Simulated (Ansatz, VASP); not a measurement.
## AlFe: VASP beside Ansatz

```
Al Fe
1.0
     1.30162   -4.09226    0.00000
     1.30162    4.09226    0.00000
     0.00000    0.00000    5.06896
Al Fe
2 2
Direct
  0.50000 0.50000 0.25000
  0.50000 0.50000 0.75000
  0.00000 0.50000 0.00000
  0.50000 0.00000 0.50000
```

Alike in both runs: functional PBE; k mesh 4 × 4 × 4; occupations gaussian, width 0.1 eV; collinear spin.

Ansatz relaxed the structure, and its values are those at the end. VASP's run is a single point on that final structure, the one shown.

|  | VASP | Ansatz |
| --- | --- | --- |
| version | VASP 6.6.1 | Ansatz 0.2.0 |
| potentials or method | VASP PAW PBE potentials, release 64 (Al, Fe_sv), cutoff 690 eV | scalar-relativistic, plane waves, PAW |
| valence electrons in the cell | 38 | 38 |

```tsv
	VASP	Ansatz	Ansatz less VASP
gap on the k mesh at the Fermi level (eV)	none	none	-
pressure (GPa)	-0.5	0.1	+0.63
net moment per atom (μB)	1.02	1.02	-0.001
size of the moment on the site where the two differ most (μB)	2.04	2.10	+0.063
```

Site moments also hang on the region over which each program counts them. A gap of «none» marks a metal or a gap that the smearing closes. With one functional, cell and mesh, what is left measures potentials, basis and numerics.

The k mesh is coarse, so the values compare programs but aren't converged.
